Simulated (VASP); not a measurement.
The system is AlN (wurtzite type).

```xyz
4
Lattice="3.0487 0.0000 0.0000 -1.5243 2.6402 0.0000 0.0000 0.0000 4.9694" Properties=species:S:1:pos:R:3 pbc="T T T"
Al    0.0000    1.7602    0.0000
Al    1.5243    0.8801    2.4847
N     0.0000    1.7602    1.8685
N     1.5243    0.8801    4.3532
```

* Program: VASP 6.6.1
* Task: relaxation of cell and atoms
* Functional: PBE
* Potentials or basis: VASP PAW PBE potentials, release 64 (Al, N)
* Cutoff: 600 eV
* k mesh: 12 × 12 × 7
* Occupations: fermi-dirac, width 0.02 eV
* Spin: no spin polarisation

At the start: pressure 13.5 GPa; volume 10.00 Å³/atom.

Question: How do energy, volume and symmetry change on relaxing?

Answer: Over 9 steps the energy falls by 27.7 meV/atom and the volume is 10.63 Å³/atom (+6.3 %); space group P6_3mc (No. 186, to 0.05 Å).

The path:
| step | energy change (eV) | largest force (eV/Å) | pressure (GPa) | volume (Å³) |
| --- | --- | --- | --- | --- |
| 1 | 0.0000 | 0.1860 | 13.52 | 40.00 |
| 2 | -0.0248 | 0.0404 | -10.12 | 45.08 |
| 3 | -0.1071 | 0.1065 | -0.33 | 42.60 |
| 4 | -0.1071 | 0.1080 | -0.09 | 42.55 |
| 5 | -0.1100 | 0.0529 | 0.04 | 42.51 |
| 6 | -0.1109 | 0.0078 | 0.13 | 42.48 |
| 7 | -0.1109 | 0.0056 | 0.14 | 42.48 |
| 8 | -0.1109 | 0.0049 | -0.14 | 42.53 |
| 9 | -0.1109 | 0.0005 | 0.00 | 42.50 |

Final structure:
```cif
data_structure
_symmetry_space_group_name_H-M 'P 1'
_symmetry_Int_Tables_number 1
_cell_length_a 3.1283
_cell_length_b 3.1283
_cell_length_c 5.0152
_cell_angle_alpha 90.000
_cell_angle_beta 90.000
_cell_angle_gamma 120.000
_cell_volume 42.50
loop_
_atom_site_label
_atom_site_type_symbol
_atom_site_fract_x
_atom_site_fract_y
_atom_site_fract_z
_atom_site_occupancy
Al1 Al 0.33333 0.66667 0.99724 1
Al2 Al 0.66667 0.33333 0.49724 1
N1 N 0.33333 0.66667 0.37876 1
N2 N 0.66667 0.33333 0.87876 1
```
